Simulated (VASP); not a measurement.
# KF in VASP: further runs

KF is run at these levels: PBE; tasks: single point.

Program: VASP 6.6.1. These are calculated values, not measurements. Logs are shortened: lines on timing, memory, paths and dates and some standing lists are left out, and cuts for length are marked.

### Step 1. The cell of the first run

Symmetry: Fm-3m, No. 225, cubic system. The conventional cell has a = 5.421 Å, b = 5.421 Å, c = 5.421 Å, α = 90.00°, β = 90.00°, γ = 90.00°. Within 3.6 Å of K (site symmetry m-3m) lie 6 F at 2.71 Å. Within 3.6 Å of F (site symmetry m-3m) lie 6 K at 2.71 Å.

### Step 2. Single point, PBE

The input, INCAR:

```
SYSTEM = KF
PREC = Accurate
ENCUT = 520
EDIFF = 1E-6
ISMEAR = 0
SIGMA = 0.02
LREAL = .FALSE.
LASPH = .TRUE.
NELM = 60
ALGO = Normal
ISIF = 2
LWAVE = .FALSE.
LCHARG = .FALSE.
GGA = PE
NBANDS = 24
```

The input, KPOINTS:

```
regular mesh
0
G
  6 6 4
  0 0 0
```

The input, POSCAR:

```
KF
1.0
    2.7103322498      2.7103322498      0.0000000000
   -2.7103322498      2.7103322498      0.0000000000
    0.0000000000      0.0000000000      5.4206644997
K F
2 2
Direct
    0.0000000000      0.0000000000      0.0000000000
    0.5000000000      0.5000000000      0.5000000000
    0.5000000000      0.5000000000      0.0000000000
    0.0000000000      0.0000000000      0.5000000000
```

Potentials or basis: VASP PAW PBE potentials, release 64 (K_sv, F).

Command:

```console
$ cat potpaw_PBE.64/K_sv/POTCAR potpaw_PBE.64/F/POTCAR > POTCAR
$ mpirun -np 1 vasp_std > vasp.out
```

OUTCAR:

```text
SYSTEM = KF
   PREC = Accurate
   ENCUT = 520
   EDIFF = 1E-6
   ISMEAR = 0
   LREAL = .FALSE.
   LASPH = .TRUE.
   NELM = 60
   ISIF = 2
   GGA = PE

 ion  position               nearest neighbor table
   1  0.000  0.000  0.000-   3 2.71   3 2.71   3 2.71   3 2.71   4 2.71   4 2.71
   2  0.500  0.500  0.500-   4 2.71   4 2.71   4 2.71   4 2.71   3 2.71   3 2.71
   3  0.500  0.500  0.000-   1 2.71   1 2.71   1 2.71   1 2.71   2 2.71   2 2.71
   4  0.000  0.000  0.500-   2 2.71   2 2.71   2 2.71   2 2.71   1 2.71   1 2.71

  LATTYP: Found a simple tetragonal cell.
 ALAT       =     3.8329886262
 C/A-ratio  =     1.4142135624

  Lattice vectors:

 A1 = (   2.7103322498,   2.7103322498,   0.0000000000)
 A2 = (  -2.7103322498,   2.7103322498,   0.0000000000)
 A3 = (   0.0000000000,   0.0000000000,   5.4206644997)

Analysis of symmetry for initial positions (statically):
=====================================================================
 Subroutine PRICEL returns following result:

  LATTYP: Found a face centered cubic cell.
 ALAT       =     5.4206644997

  Lattice vectors:

 A1 = (   0.0000000000,  -2.7103322498,  -2.7103322499)
 A2 = (   2.7103322498,   0.0000000000,  -2.7103322498)
 A3 = (   2.7103322498,  -2.7103322498,  -0.0000000000)

   2 primitive cells build up your supercell.

 Routine SETGRP: Setting up the symmetry group for a
 simple tetragonal supercell.

 Subroutine GETGRP returns: Found 16 space group operations
 (whereof 16 operations were pure point group operations)
 out of a pool of 16 trial point group operations.

The static configuration has the point symmetry D_4h.

Analysis of symmetry for dynamics (positions and initial velocities):
=====================================================================
 Subroutine PRICEL returns following result:

  LATTYP: Found a face centered cubic cell.
 ALAT       =     5.4206644997

  Lattice vectors:

 A1 = (   0.0000000000,  -2.7103322498,  -2.7103322499)
 A2 = (   2.7103322498,   0.0000000000,  -2.7103322498)
 A3 = (   2.7103322498,  -2.7103322498,  -0.0000000000)

   2 primitive cells build up your supercell.

 Routine SETGRP: Setting up the symmetry group for a
 simple tetragonal supercell.

 Subroutine GETGRP returns: Found 16 space group operations
 (whereof 16 operations were pure point group operations)
 out of a pool of 16 trial point group operations.

The dynamic configuration has the point symmetry D_4h.

 Subroutine INISYM returns: Found 16 space group operations
 (whereof 16 operations are pure point group operations),
 and found     2 'primitive' translations

----------------------------------------------------------------------------------------

                                     Primitive cell

  volume of cell :      39.8197

  direct lattice vectors                    reciprocal lattice vectors
     0.000000000 -2.710332250 -2.710332250    -0.184479228 -0.184479228 -0.184479228
     2.710332250  0.000000000 -2.710332250     0.184479228  0.184479228 -0.184479228
     2.710332250 -2.710332250 -0.000000000     0.184479228 -0.184479228  0.184479228

  length of vectors
     3.832988626  3.832988626  3.832988626     0.319527395  0.319527395  0.319527395

  position of ions in fractional coordinates (direct lattice)
     0.000000000  0.000000000  0.000000000
     0.500000000  0.500000000  0.500000000

  ion indices of the primitive-cell ions
   primitive index   ion index
                 1           1
                 2           4

----------------------------------------------------------------------------------------

 KPOINTS: regular mesh

Automatic generation of k-mesh.
 Grid dimensions read from file:
 generate k-points for:    6    6    4

 Generating k-lattice:

  Cartesian coordinates                     Fractional coordinates (reciprocal lattice)
     0.030746538  0.030746538  0.000000000     0.166666667  0.000000000  0.000000000
    -0.030746538  0.030746538  0.000000000     0.000000000  0.166666667  0.000000000
     0.000000000  0.000000000  0.046119807     0.000000000  0.000000000  0.250000000

  Length of vectors
     0.043482171  0.043482171  0.046119807

  Shift w.r.t. Gamma in fractional coordinates (k-lattice)
     0.000000000  0.000000000  0.000000000

 Subroutine IBZKPT returns following result:
 ===========================================

 Found     30 irreducible k-points:

 Following reciprocal coordinates:
            Coordinates               Weight
  0.000000  0.000000  0.000000      1.000000
  0.166667  0.000000  0.000000      4.000000
  0.333333  0.000000  0.000000      4.000000
  0.500000  0.000000  0.000000      2.000000
  0.166667  0.166667  0.000000      4.000000
  0.333333  0.166667  0.000000      8.000000
[... 16 lines left out ...]
  0.333333  0.000000  0.500000      4.000000
  0.500000  0.000000  0.500000      2.000000
 [... further k-points ...]
   k-points           NKPTS =     30   k-points in BZ     NKDIM =     30   number of bands    NBANDS=     24
   number of dos      NEDOS =    301   number of ions     NIONS =      4
   total plane-waves  NPLWV =  36000
   dimension x,y,z NGX =    30 NGY =   30 NGZ =   40
   dimension x,y,z NGXF=    60 NGYF=   60 NGZF=   80
   ions per type =               2   2
   NGX,Y,Z   is equivalent  to a cutoff of  13.01, 13.01, 12.27 a.u.
   NGXF,Y,Z  is equivalent  to a cutoff of  26.02, 26.02, 24.54 a.u.
 SYSTEM =  KF
   PREC   = accura    normal or accurate (medium, high low for compatibility)
   ISTART =      0    job   : 0-new  1-cont  2-samecut
   ICHARG =      2    charge: 1-file 2-atom 10-const
   ISPIN  =      1    spin polarized calculation?
   LNONCOLLINEAR =      F non collinear calculations
   LSORBIT =      F    spin-orbit coupling
   LASPH  =      T    aspherical Exc in radial PAW
   ENCUT  =  520.0 eV  38.22 Ry    6.18 a.u.   7.13  7.13 10.08*2*pi/ulx,y,z
   NELM   =     60;   NELMIN=  2; NELMDL= -5     # of ELM steps
   EDIFF  = 0.1E-05   stopping-criterion for ELM
   LREAL  =      F    real-space projection
   EDIFFG = 0.1E-04   stopping-criterion for IOM
   NSW    =      0    number of steps for IOM
   IBRION =     -1    ionic relax: 0-MD 1-quasi-New 2-CG
   NFREE  =      0    steps in history (QN), initial steepest desc. (CG)
   ISIF   =      2    stress and relaxation
   ISYM   =      2    0-nonsym 1-usesym 2-fastsym
   POTIM  = 0.5000    time-step for ionic-motion
   TEBEG  =    0.0;   TEEND  =   0.0 temperature during run
   PSTRESS=    0.0 pullay stress
   NELECT =      32.0000    total number of electrons
   NUPDOWN=      -1.0000    fix difference up-down
   EMIN   =  10.00;   EMAX   =-10.00  energy-range for DOS
   EFERMI =   0.00;   METHOD = LEGACY
   ISMEAR =     0;   SIGMA  =   0.02  broadening in eV -4-tet -1-fermi 0-gaus
   EFERMI_NEDOS =   21; number of points for ismear=-14 and -15
   IALGO  =     38    algorithm
   IMIX   =      4    mixing-type and parameters
     AMIX     =   0.40;   BMIX     =  1.00
     AMIX_MAG =   1.60;   BMIX_MAG =  1.00
  volume/ion in A,a.u.               =      19.91       134.36
  Fermi-wavevector in a.u.,A,eV,Ry     =   1.208043  2.282870 19.855896  1.459367
  Thomas-Fermi vector in A             =   2.343662
   LORBIT       =      0    0 simple, 1 ext, 2 COOP (PROOUT), +10 PAW based schemes
   GGA     = PE    functional components
   LHFCALC =     F    Hartree Fock is set to
   AEXX    =    0.0000 exact exchange contribution
   IVDW    =     0    specifies the selected vdW correction
   LEPSILON=     F    determine dielectric tensor
   LRPA    =     F    only Hartree local field effects (RPA)
 non-spin polarized calculation
 Gauss-broadening in eV      SIGMA  =   0.02
  energy-cutoff  :      520.00
  volume of cell :       79.64
 maximum number of plane-waves:      2180
 NGX is ok and might be reduce to    30
   NGX = 15   NGY = 15   NGZ = 21

 number of electron      32.0000023 magnetization

 Free energy of the ion-electron system (eV)
  ---------------------------------------------------
  ext. energy  EPLUGINS =         0.00000000
  ---------------------------------------------------
  free energy    TOTEN  =       -16.59871202 eV

  energy without entropy =      -16.59871202  energy(sigma->0) =      -16.59871202

 E-fermi :  -2.7760     XC(G=0):  -8.2112

 val. band max:       -2.9147275904   @ k =   0.0000   0.0000   0.0000
 cond. band min:       3.0317572548   @ k =   0.0000   0.0000   0.0000
 fundamental gap:      5.9464848452
 Fermi energy:        -2.7759773005

 k-point     1 :       0.0000    0.0000    0.0000
  band No.  band energies     occupation
      1     -29.1742      2.00000
      2     -29.0795      2.00000
      3     -21.5565      2.00000
      4     -21.5485      2.00000
      5     -12.9386      2.00000
      6     -12.6374      2.00000
[... 16 lines left out ...]
     23       8.5568      0.00000
     24       9.2586      0.00000

 k-point     2 :       0.1667    0.0000    0.0000
  band No.  band energies     occupation
      1     -29.1610      2.00000
      2     -29.0789      2.00000
      3     -21.5663      2.00000
      4     -21.5594      2.00000
      5     -12.8995      2.00000
      6     -12.6492      2.00000
[... 16 lines left out ...]
     23       8.0026      0.00000
     24       9.4114      0.00000

 k-point     3 :       0.3333    0.0000    0.0000
  band No.  band energies     occupation
      1     -29.1299      2.00000
      2     -29.0823      2.00000
      3     -21.5863      2.00000
      4     -21.5825      2.00000
      5     -12.7969      2.00000
      6     -12.6613      2.00000
[... 16 lines left out ...]
     23       8.5551      0.00000
     24       9.7682      0.00000
[... 514 lines left out ...]
 k-point    23 :       0.3333    0.0000    0.5000
  band No.  band energies     occupation
      1     -29.1040      2.00000
      2     -29.1040      2.00000
      3     -21.6051      2.00000
      4     -21.6051      2.00000
      5     -12.6805      2.00000
      6     -12.6805      2.00000
[... 16 lines left out ...]
     23       8.9467      0.00000
     24       8.9467      0.00000

 k-point    24 :       0.5000    0.0000    0.5000
  band No.  band energies     occupation
      1     -29.0970      2.00000
      2     -29.0970      2.00000
      3     -21.6159      2.00000
      4     -21.6159      2.00000
      5     -12.7041      2.00000
      6     -12.7041      2.00000
[... 16 lines left out ...]
     23       8.9524      0.00000
     24       8.9524      0.00000

 [... further k-points ...]
[... 5 lines left out ...]
  --------------------------------------------------------------------------------------
  -------------------------------------------------------------------------------------
  Total        0.0054089      0.0054089      0.0072574      0.0000000     -0.0000000     -0.0000000
  in kB        0.1088163      0.1088163      0.1460037      0.0000000     -0.0000000     -0.0000000
  external PRESSURE =       0.1212121 kB  Pullay stress =       0.0000000 kB

 VOLUME and BASIS-vectors are now :
 -----------------------------------------------------------------------------
  energy-cutoff  :      520.00
  volume of cell :       79.64
      direct lattice vectors                 reciprocal lattice vectors
     2.710332250  2.710332250  0.000000000     0.184479228  0.184479228  0.000000000
    -2.710332250  2.710332250  0.000000000    -0.184479228  0.184479228  0.000000000
     0.000000000  0.000000000  5.420664500     0.000000000  0.000000000  0.184479228

 POSITION                                       TOTAL-FORCE (eV/Angst)
 -----------------------------------------------------------------------------------
      0.00000      0.00000      0.00000        -0.000000      0.000000     -0.000000
      0.00000      2.71033      2.71033        -0.000000     -0.000000     -0.000000
      0.00000      2.71033      0.00000         0.000000      0.000000      0.000000
      0.00000      0.00000      2.71033         0.000000     -0.000000     -0.000000
 -----------------------------------------------------------------------------------
    total drift:                               -0.000000      0.000000     -0.000000

  FREE ENERGIE OF THE ION-ELECTRON SYSTEM (eV)
  ---------------------------------------------------
  free  energy   TOTEN  =       -16.5987120182 eV

  energy  without entropy=      -16.5987120182  energy(sigma->0) =      -16.59871202
```

It took 29 s on 1 thread of Intel Xeon 6975P-C (Granite Rapids), shared host; peak memory 0.2 GiB.

What came out:

| Property | Result |
| --- | --- |
| Free energy | -16.5987 eV |
| Pressure | 0.0 GPa |
| Band gap on the k mesh | 5.95 eV |

Levels at points of the mesh, in eV from the valence-band top:
```
           k point  band 14  band 15  band 16  band 17  band 18  band 19
(0.00, 0.00, 0.00)     0.00     0.00     0.00     5.95     8.16    10.07
(0.50, 0.00, 0.00)    -0.29    -0.13    -0.13     8.85     8.85     9.71
(0.50, 0.50, 0.00)    -0.07    -0.07    -0.07     8.16     8.16    10.07
(0.00, 0.00, 0.50)    -0.05    -0.05    -0.05     7.71     7.71     9.10
(0.50, 0.00, 0.50)    -0.31    -0.31    -0.31     8.89     8.89    10.29
(0.50, 0.50, 0.50)    -0.18    -0.18    -0.18     9.58     9.58     9.58
```

### Step 3. Single point, PBE (biaxial strain in the a-b plane: +1.5 %, then relaxed in part)

The input, INCAR:

```
ALGO = Normal ; EDIFF = 1E-7
ENCUT = 520 ; GGA = PE
ISIF = 2 ; ISMEAR = 0
LASPH = T ; LCHARG = F
LREAL = F ; LWAVE = F
NBANDS = 24 ; NELM = 80
PREC = Accurate ; SIGMA = 0.02
```

The input, KPOINTS:

```
k-points
0
Gamma
  6 6 4
```

The input, POSCAR:

```
KF
1.0
    2.7509872336      2.7509872336      0.0000000000
   -2.7509872336      2.7509872336      0.0000000000
    0.0000000000      0.0000000000      5.3821331856
K F
2 2
Direct
    0.0000000000      0.0000000000      0.0000000000
    0.5000000000      0.5000000000      0.5000000000
    0.5000000000      0.5000000000      0.0000000000
    0.0000000000      0.0000000000      0.5000000000
```

Potentials or basis: VASP PAW PBE potentials, release 64 (K_sv, F).

Command:

```console
$ cat potpaw_PBE.64/K_sv/POTCAR potpaw_PBE.64/F/POTCAR > POTCAR
$ mpirun -np 1 vasp_std > vasp.out
```

It took 31 s on 1 thread of Intel Xeon 6975P-C (Granite Rapids), shared host; peak memory 0.2 GiB.

The run converged. Its results:

```yaml
Free_energy: -16.5937 eV
Pressure: -0.6 GPa
Band_gap_on_the_k_mesh: 5.82 eV
```

Stress tensor (GPa, compression positive):
```
-0.90  0.00  0.00
 0.00 -0.90  0.00
 0.00  0.00  0.04
```

Levels at points of the mesh, in eV from the valence-band top:
```tsv
k point	band 13	band 14	band 15	band 16	band 17	band 18	band 19	band 20
(0.00, 0.00, 0.00)	-0.10	-0.03	-0.03	0.00	5.82	8.07	9.94	10.44
(0.50, 0.00, 0.00)	-0.29	-0.29	-0.13	-0.13	8.68	8.68	9.65	9.65
(0.50, 0.50, 0.00)	-0.09	-0.09	-0.07	-0.07	8.15	8.15	9.92	9.92
(0.00, 0.00, 0.50)	-0.08	-0.08	-0.08	-0.08	7.55	7.55	9.03	9.03
(0.50, 0.00, 0.50)	-0.32	-0.32	-0.31	-0.31	8.77	8.77	10.11	10.11
(0.50, 0.50, 0.50)	-0.21	-0.21	-0.21	-0.21	9.52	9.52	9.52	9.52
```

Caveat: the cell differs from its parent crystal (biaxial strain in the a-b plane: +1.5 %, then relaxed in part). A k mesh can miss the band edges.

### Step 4. Single point, PBE (biaxial strain in the a-b plane: +1.5 %)

Edit INCAR of step 3 so:

```diff
@@ -5,3 +5,3 @@
 LREAL = F ; LWAVE = F
-NBANDS = 24 ; NELM = 80
+NBANDS = 24 ; NELM = 60
 PREC = Accurate ; SIGMA = 0.02
```

KPOINTS is that of step 3.

Edit POSCAR of step 3 so:

```diff
@@ -4,3 +4,3 @@
    -2.7509872336      2.7509872336      0.0000000000
-    0.0000000000      0.0000000000      5.3821331856
+    0.0000000000      0.0000000000      5.3718785192
 K F
```

Command:

```console
$ cat potpaw_PBE.64/K_sv/POTCAR potpaw_PBE.64/F/POTCAR > POTCAR
$ mpirun -np 1 vasp_std > vasp.out
```

It took 32 s on 1 thread of Intel Xeon 6975P-C (Granite Rapids), shared host; peak memory 0.2 GiB.

The run converged. Its results:

```yaml
Free_energy: -16.5934 eV
Pressure: -0.5 GPa
Band_gap_on_the_k_mesh: 5.82 eV
```

Stress tensor (GPa, compression positive):
```
-0.88  0.00  0.00
 0.00 -0.88  0.00
 0.00  0.00  0.16
```

Levels at points of the mesh, in eV from the valence-band top:
```csv
k point,band 14,band 15,band 16,band 17,band 18,band 19
"(0.00, 0.00, 0.00)",-0.03,-0.03,0.00,5.82,8.06,9.95
"(0.50, 0.00, 0.00)",-0.29,-0.13,-0.13,8.69,8.69,9.66
"(0.50, 0.50, 0.00)",-0.09,-0.06,-0.06,8.15,8.15,9.93
"(0.00, 0.00, 0.50)",-0.08,-0.08,-0.08,7.56,7.56,9.03
"(0.50, 0.00, 0.50)",-0.32,-0.31,-0.31,8.78,8.78,10.12
"(0.50, 0.50, 0.50)",-0.21,-0.21,-0.21,9.52,9.52,9.52
```

Caveat: the cell differs from its parent crystal (biaxial strain in the a-b plane: +1.5 %).

### Step 5. Overview

```tsv
cell	gap on the mesh (eV)	pressure (GPa)
a = 3.833, b = 3.833, c = 5.421 Å, 4 atoms	5.95	0.0
a = 3.890, b = 3.890, c = 5.382 Å, 4 atoms	5.82	-0.6
a = 3.890, b = 3.890, c = 5.372 Å, 4 atoms	5.82	-0.5
```

Alike in all rows: task single point; level PBE; potentials or basis VASP PAW PBE potentials, release 64 (K_sv, F); no spin polarisation; k mesh 6 × 6 × 4; cutoff (eV) 520; smearing gaussian 0.02 eV.

Absolute energies hang on the potentials; compare differences alone.
